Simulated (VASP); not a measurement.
# Ta5AlB2 (P4/mmm) in VASP: single point with PBE

Aim: the single point of Ta5AlB2 with PBE.

Everything below comes from runs of VASP 6.6.1. Logs are shortened: lines on timing, memory, paths and dates and some standing lists are left out, and cuts for length are marked.

**1. The cell of the first run**

It takes space group P4/mmm (No. 123, tetragonal). The conventional cell has a = 5.807 Å, b = 5.807 Å, c = 3.534 Å, α = 90.00°, β = 90.00°, γ = 90.00°. Within 3.6 Å of Ta (site symmetry m2m) lie 2 Al at 2.68 Å and 4 B at 2.71 Å and 8 Ta at 2.74 to 3.53 Å. Ta (site symmetry 4/mmm) has 10 Ta at 2.74 to 3.53 Å and 4 B at 2.90 Å within 3.6 Å. Within 3.6 Å of Al (site symmetry 4/mmm) lie 8 Ta at 2.68 Å and 4 B at 2.90 Å and 2 Al at 3.53 Å. B (site symmetry mmm) has 10 Ta at 2.71 to 2.90 Å and 2 Al at 2.90 Å and 2 B at 3.53 Å within 3.6 Å.

**2. Single point, PBE**

POSCAR

```
Ta5AlB2
1.0
    5.8068251896      0.0000000000      0.0000000000
    0.0000000000      5.8068251896      0.0000000000
    0.0000000000      0.0000000000      3.5342026637
Ta Al B
5 1 2
Direct
    0.2542129556      0.2542129556      0.5000000000
    0.7457870444      0.7457870444      0.5000000000
    0.7457870444      0.2542129556      0.5000000000
    0.2542129556      0.7457870444      0.5000000000
    0.0000000000      0.0000000000      0.0000000000
    0.5000000000      0.5000000000      0.0000000000
    0.5000000000      0.0000000000      0.0000000000
    0.0000000000      0.5000000000      0.0000000000
```

INCAR.step1

```
SYSTEM = Ta5AlB2
PREC = Accurate
ENCUT = 420
EDIFF = 1E-6
ISMEAR = 0
SIGMA = 0.1
LREAL = .FALSE.
LASPH = .TRUE.
NELM = 120
ALGO = Normal
ISIF = 2
LWAVE = .FALSE.
LCHARG = .TRUE.
LMAXMIX = 4
GGA = PE
NBANDS = 42
GGA_COMPAT = .FALSE.
NEDOS = 2001
LORBIT = 11
```

KPOINTS.step1

```
Automatic mesh
0
G
  6 6 10
  0 0 0
```

INCAR.step2

```
SYSTEM = Ta5AlB2
PREC = Accurate
ENCUT = 420
EDIFF = 1E-6
ISMEAR = -5
SIGMA = 0.1
LREAL = .FALSE.
LASPH = .TRUE.
NELM = 120
ALGO = Normal
ISIF = 2
LWAVE = .FALSE.
LCHARG = .FALSE.
LMAXMIX = 4
GGA = PE
LORBIT = 10
NBANDS = 42
NEDOS = 1001
ICHARG = 11
GGA_COMPAT = .FALSE.
```

KPOINTS.step2

```
Automatic mesh
0
G
  9 9 15
  0 0 0
```

Potentials or basis: VASP PAW PBE potentials, release 64 (Ta_pv, Al, B).

Command:

```
cat potpaw_PBE.64/Ta_pv/POTCAR potpaw_PBE.64/Al/POTCAR potpaw_PBE.64/B/POTCAR > POTCAR
cp INCAR.step1 INCAR
cp KPOINTS.step1 KPOINTS
mpirun -np 1 vasp_std > vasp.out
cp INCAR.step2 INCAR
cp KPOINTS.step2 KPOINTS
mpirun -np 1 vasp_std > vasp.out
```

OUTCAR:

```text
SYSTEM = Ta5AlB2
   PREC = Accurate
   ENCUT = 420
   EDIFF = 1E-6
   ISMEAR = -5
   LREAL = .FALSE.
   LASPH = .TRUE.
   NELM = 120
   ISIF = 2
   GGA = PE
   LORBIT = 10
   ICHARG = 11

 ion  position               nearest neighbor table
   1  0.254  0.254  0.500-   6 2.68   6 2.68   8 2.71   7 2.71   7 2.71   8 2.71   5 2.74   5 2.74
                             3 2.85   4 2.85   4 2.95   3 2.95
   2  0.746  0.746  0.500-   6 2.68   6 2.68   8 2.71   7 2.71   7 2.71   8 2.71   5 2.74   5 2.74
                             3 2.85   4 2.85   4 2.95   3 2.95
   3  0.746  0.254  0.500-   6 2.68   6 2.68   8 2.71   7 2.71   7 2.71   8 2.71   5 2.74   5 2.74
                             1 2.85   2 2.85   1 2.95   2 2.95
   4  0.254  0.746  0.500-   6 2.68   6 2.68   8 2.71   7 2.71   7 2.71   8 2.71   5 2.74   5 2.74
                             1 2.85   2 2.85   1 2.95   2 2.95
   5  0.000  0.000  0.000-   1 2.74   2 2.74   3 2.74   4 2.74   1 2.74   2 2.74   3 2.74   4 2.74

   6  0.500  0.500  0.000-   1 2.68   2 2.68   3 2.68   4 2.68   1 2.68   2 2.68   3 2.68   4 2.68

   7  0.500  0.000  0.000-   1 2.71   2 2.71   3 2.71   4 2.71   1 2.71   2 2.71   3 2.71   4 2.71

   8  0.000  0.500  0.000-   1 2.71   2 2.71   3 2.71   4 2.71   1 2.71   2 2.71   3 2.71   4 2.71

  LATTYP: Found a simple tetragonal cell.
 ALAT       =     5.8068251896
 C/A-ratio  =     0.6086290784

  Lattice vectors:

 A1 = (   5.8068251896,   0.0000000000,   0.0000000000)
 A2 = (   0.0000000000,   5.8068251896,   0.0000000000)
 A3 = (   0.0000000000,   0.0000000000,   3.5342026637)

Analysis of symmetry for initial positions (statically):
=====================================================================
 Subroutine PRICEL returns:
 Original cell was already a primitive cell.

 Routine SETGRP: Setting up the symmetry group for a
 simple tetragonal supercell.

 Subroutine GETGRP returns: Found 16 space group operations
 (whereof 16 operations were pure point group operations)
 out of a pool of 16 trial point group operations.

The static configuration has the point symmetry D_4h.

Analysis of symmetry for dynamics (positions and initial velocities):
=====================================================================
 Subroutine PRICEL returns:
 Original cell was already a primitive cell.

 Routine SETGRP: Setting up the symmetry group for a
 simple tetragonal supercell.

 Subroutine GETGRP returns: Found 16 space group operations
 (whereof 16 operations were pure point group operations)
 out of a pool of 16 trial point group operations.

The dynamic configuration has the point symmetry D_4h.

 Subroutine INISYM returns: Found 16 space group operations
 (whereof 16 operations are pure point group operations),
 and found     1 'primitive' translations
[... 132 lines left out ...]
  Thomas-Fermi vector in A             =   2.459762
   LORBIT       =     10    0 simple, 1 ext, 2 COOP (PROOUT), +10 PAW based schemes
   GGA     = PE    functional components
   LHFCALC =     F    Hartree Fock is set to
   AEXX    =    0.0000 exact exchange contribution
   IVDW    =     0    specifies the selected vdW correction
   LEPSILON=     F    determine dielectric tensor
   LRPA    =     F    only Hartree local field effects (RPA)
 non-spin polarized calculation
 Fermi weights with tetrahedron method with Bloechl corrections
  energy-cutoff  :      420.00
  volume of cell :      119.17
 maximum number of plane-waves:      2352
 NGX is ok and might be reduce to    40

 number of electron      63.9999993 magnetization

 Free energy of the ion-electron system (eV)
  ---------------------------------------------------
  ext. energy  EPLUGINS =         0.00000000
  ---------------------------------------------------
  free energy    TOTEN  =       -74.17953792 eV

  energy without entropy =      -74.17953792  energy(sigma->0) =      -74.17953792

 E-fermi :   6.5714     XC(G=0): -12.3044

 val. band max:        6.5949646015   @ k =   0.3333   0.3333   0.3333
 cond. band min:       6.5355052277   @ k =   0.3333   0.3333   0.0000
 fundamental gap:     -0.0594593738
 Fermi energy:         6.5713967061

 k-point     1 :       0.0000    0.0000    0.0000
  band No.  band energies     occupation
      1     -28.2278      2.00000
      2     -28.2278      2.00000
      3     -28.1864      2.00000
      4     -28.1533      2.00000
      5     -28.0582      2.00000
      6     -27.7781      2.00000
[... 1069 lines left out ...]
     41       9.7307      0.00000
     42       9.9700      0.00000

 [... further k-points ...]

------------------------ aborting loop because EDIFF is reached ----------------------------------------

  FORCE on cell =-STRESS in cart. coord.  units (eV):
  Direction    XX          YY          ZZ          XY          YZ          ZX
  --------------------------------------------------------------------------------------
  -------------------------------------------------------------------------------------
  Total        0.1276592      0.1276592     -0.0748278      0.0000000      0.0000000     -0.0000000
  in kB        1.7163024      1.7163024     -1.0060152      0.0000000      0.0000000     -0.0000000
  external PRESSURE =       0.8088632 kB  Pullay stress =       0.0000000 kB

 VOLUME and BASIS-vectors are now :
 -----------------------------------------------------------------------------
  energy-cutoff  :      420.00
  volume of cell :      119.17
      direct lattice vectors                 reciprocal lattice vectors
     5.806825190  0.000000000  0.000000000     0.172211142  0.000000000  0.000000000
     0.000000000  5.806825190  0.000000000     0.000000000  0.172211142  0.000000000
     0.000000000  0.000000000  3.534202664     0.000000000  0.000000000  0.282949252

 POSITION                                       TOTAL-FORCE (eV/Angst)
 -----------------------------------------------------------------------------------
      1.47617      1.47617      1.76710         0.007897      0.007897     -0.000000
      4.33065      4.33065      1.76710        -0.007897     -0.007897      0.000000
      4.33065      1.47617      1.76710        -0.007897      0.007897     -0.000000
      1.47617      4.33065      1.76710         0.007897     -0.007897      0.000000
      0.00000      0.00000      0.00000         0.000000      0.000000      0.000000
      2.90341      2.90341      0.00000         0.000000      0.000000      0.000000
      2.90341      0.00000      0.00000         0.000000      0.000000      0.000000
      0.00000      2.90341      0.00000         0.000000      0.000000      0.000000
 -----------------------------------------------------------------------------------
    total drift:                                0.000000      0.000000      0.000000

  FREE ENERGIE OF THE ION-ELECTRON SYSTEM (eV)
  ---------------------------------------------------
  free  energy   TOTEN  =       -74.1795379199 eV

  energy  without entropy=      -74.1795379199  energy(sigma->0) =      -74.17953792

 total charge

# of ion       s       p       d       tot
------------------------------------------
    1        0.349   6.171   2.437   8.957
    2        0.349   6.171   2.437   8.957
    3        0.349   6.171   2.437   8.957
    4        0.349   6.171   2.437   8.957
    5        0.383   6.165   2.610   9.157
    6        0.435   0.463   0.000   0.899
    7        0.622   0.921   0.000   1.542
    8        0.622   0.921   0.000   1.542
--------------------------------------------------
tot          3.457  33.155  12.356  48.969
```

OSZICAR.step1:

```text
N       E                     dE             d eps       ncg     rms          rms(c)
DAV:   1     0.530087259755E+03    0.53009E+03   -0.30210E+04  5176   0.131E+03
DAV:   2    -0.511432664349E+02   -0.58123E+03   -0.55902E+03  5582   0.405E+02
DAV:   3    -0.773799445550E+02   -0.26237E+02   -0.25117E+02  6616   0.770E+01
DAV:   4    -0.779088923840E+02   -0.52895E+00   -0.52261E+00  6216   0.100E+01
DAV:   5    -0.779235458596E+02   -0.14653E-01   -0.14633E-01  6726   0.152E+00    0.337E+01
DAV:   6    -0.746241304553E+02    0.32994E+01   -0.12554E+01  6156   0.164E+01    0.160E+01
DAV:   7    -0.742248019802E+02    0.39933E+00   -0.13614E+00  6282   0.646E+00    0.504E+00
DAV:   8    -0.741952535205E+02    0.29548E-01   -0.20851E-01  6278   0.257E+00    0.748E-01
DAV:   9    -0.741909289343E+02    0.43246E-02   -0.34316E-02  6636   0.118E+00    0.452E-01
DAV:  10    -0.741899814313E+02    0.94750E-03   -0.55081E-03  6076   0.438E-01    0.202E-01
DAV:  11    -0.741900615836E+02   -0.80152E-04   -0.98369E-04  6392   0.158E-01    0.491E-02
DAV:  12    -0.741900530838E+02    0.84998E-05   -0.73381E-05  6506   0.522E-02    0.259E-02
DAV:  13    -0.741900512592E+02    0.18246E-05   -0.15450E-05  6256   0.202E-02    0.618E-03
DAV:  14    -0.741900505883E+02    0.67083E-06   -0.16957E-06  4508   0.666E-03
   1 F= -.74190051E+02 E0= -.74175484E+02  d E =-.291341E-01
```

Run time: 6.8 min. Hardware: 1 thread of Oxide Virtual Turin-like, shared host; peak memory 0.39 GiB.

Results:

* Valence electrons inside the program's atomic spheres: Ta 8.96, 9.16 (each value once); Al 0.90; B 1.54

Caveat: spin-orbit coupling is left out, which moves the levels of the heavy elements.
